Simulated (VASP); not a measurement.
A run of VASP 6.6.1 is set up as follows.

INCAR

```
PREC = Accurate
ENCUT = 520
EDIFF = 1E-6
ISMEAR = -1
SIGMA = 0.06122561905347299
LREAL = F
LASPH = T
NELM = 60
ALGO = Normal
ISIF = 2
LWAVE = F
LCHARG = F
GGA = PE
NBANDS = 13
```

Contents of KPOINTS:

```
Automatic mesh
0
Gamma
  19 19 19
```

The input POSCAR:

```
Pb
1.0
   -2.0262869348      2.0262869348      2.0262869348
    2.0262869348     -2.0262869348      2.0262869348
    2.0262869348      2.0262869348     -2.0262869348
Pb
1
Direct
    0.0000000000      0.0000000000      0.0000000000
```

Potentials or basis: VASP PAW PBE potentials, release 64 (Pb_d).

Run with:

```console
$ cat potpaw_PBE.64/Pb_d/POTCAR > POTCAR
$ mpirun -np 1 vasp_std > vasp.out
```

Estimate the band gap on the k mesh.

zero (band 7 reaches 13.13 eV, above the bottom of band 8 at 4.53 eV).

Predict the pressure.

-1.5 GPa.

Caveat: spin-orbit coupling is left out, which moves the levels of the heavy elements.
